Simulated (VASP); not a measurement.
The system is Ag.

```
CELL_PARAMETERS angstrom
2.97607 0.00000 0.00000
-1.48803 2.57735 0.00000
0.00000 0.00000 4.70950
ATOMIC_POSITIONS crystal
Ag 0.66667 0.33333 0.25000
Ag 0.33333 0.66667 0.75000
```

This isn't the form of Ag at room conditions, which is fcc.

* Program: VASP 6.6.1
* Task: relaxation of cell and atoms
* Functional: PBE
* Potentials or basis: VASP PAW PBE potentials, release 64 (Ag)
* Cutoff: 600 eV
* k mesh: 24 × 24 × 12
* Occupations: gaussian, width 0.1 eV
* Spin: no spin polarisation

At the start: pressure -0.8 GPa; volume 18.06 Å³/atom.

Task: How do energy, volume and symmetry change on relaxing?

Result: Over 5 steps the energy falls by 5.2 meV/atom and the volume is 17.85 Å³/atom (-1.2 %); space group P6_3/mmc (No. 194, to 0.1 Å) before and after.

Step by step:
| step | energy change (eV) | largest force (eV/Å) | pressure (GPa) | volume (Å³) |
| --- | --- | --- | --- | --- |
| 1 | 0.0000 | 0.0000 | -0.78 | 36.12 |
| 2 | -0.0079 | 0.0000 | 0.06 | 35.66 |
| 3 | -0.0092 | 0.0000 | 0.81 | 35.41 |
| 4 | -0.0104 | 0.0000 | -0.27 | 35.78 |
| 5 | -0.0105 | 0.0000 | 0.03 | 35.70 |

Final structure:
```xyz
2
Lattice="2.9297 0.0000 0.0000 -1.4648 2.5372 0.0000 0.0000 0.0000 4.8032" Properties=species:S:1:pos:R:3 pbc="T T T"
Ag    1.4648    0.8457    1.2008
Ag    0.0000    1.6915    3.6024
```
